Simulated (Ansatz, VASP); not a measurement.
# Two plane-wave programs on CdS

INCAR

```
SYSTEM = CdS
ALGO = Normal
EDIFF = 1E-7
ENCUT = 520
GGA = RE
ISIF = 2
ISMEAR = -1
LASPH = .True.
LCHARG = .False.
LREAL = .False.
LWAVE = .False.
NBANDS = 16
NELM = 80
PREC = Accurate
SIGMA = 0.05
```

The input KPOINTS:

```
k-points
0
Gamma
  7 7 5
  0 0 0
```

File POSCAR:

```
CdS
1.0
    4.2611695877      0.0000000000      0.0000000000
   -2.1305847939      3.6902811128      0.0000000000
    0.0000000000      0.0000000000      5.8041729400
Cd S
1 1
Direct
    0.0000000000      0.0000000000      0.4426919200
    0.6666666667      0.3333333333      0.4343080800
```

File input.yaml:

```yaml
crystal:
  lattice:
    - [4.2611695877, 0.0, 0.0]
    - [-2.1305847939, 3.6902811128, 0.0]
    - [0.0, 0.0, 5.80417294]
  atoms:
    - { symbol: Cd, position: [0.0, 0.0, 0.44269192] }
    - { symbol: S, position: [0.6666666667, 0.3333333333, 0.43430808] }
hamiltonian:
  xc: revpbe
  pseudopotentials: { kind: paw }
kpoints:
  mp_grid: { grid: [7, 7, 5] }
  band_path:
    path:
      - [[0.0, 0.0, 0.0], [0.5, 0.0, 0.0], [0.3333333333, 0.3333333333, 0.0], [0.0, 0.0, 0.0], [0.0, 0.0, 0.5], [0.5, 0.0, 0.5], [0.3333333333, 0.3333333333, 0.5], [0.0, 0.0, 0.5]]
      - [[0.5, 0.0, 0.5], [0.5, 0.0, 0.0]]
      - [[0.3333333333, 0.3333333333, 0.0], [0.3333333333, 0.3333333333, 0.5]]
    npoints: 14
scf:
  occupations: { method: fermi_dirac, width: 0.05 }
  n_extra_bands: 6
output:
  forces: true
  stress: true
  eigenvalues: true
  fatbands: false
  write_density: true
  write_potential: true
  elf: true
  volumetric_format: npy
```

Alike in both runs: functional revPBE; k mesh 7 × 7 × 5; occupations fermi-dirac, width 0.05 eV; no spin polarisation.

|  | VASP | Ansatz |
| --- | --- | --- |
| version | VASP 6.6.1 | Ansatz 0.2.0 |
| potentials or method | VASP PAW PBE potentials, release 64 (Cd, S) | Ansatz PAW |
| plane-wave cutoff (eV) | 520 | 420 |
| valence electrons in the cell | 18 | 26 |
| task | single point | band structure |

```tsv
	VASP	Ansatz	Ansatz less VASP
gap on the k mesh at the Fermi level (eV)	1.58	1.58	0.000
least direct gap on the mesh (eV)	1.59	1.59	0.000
pressure (GPa)	0.7	0.5	-0.17
traceless stress, the component that is largest in VASP (GPa)	-0.57	-0.38	+0.190
```

VASP's potentials were made for PBE, not for revPBE. VASP's potentials hold 18 valence electrons a cell and Ansatz's 26, so a difference there can come from the potentials and not from the codes.
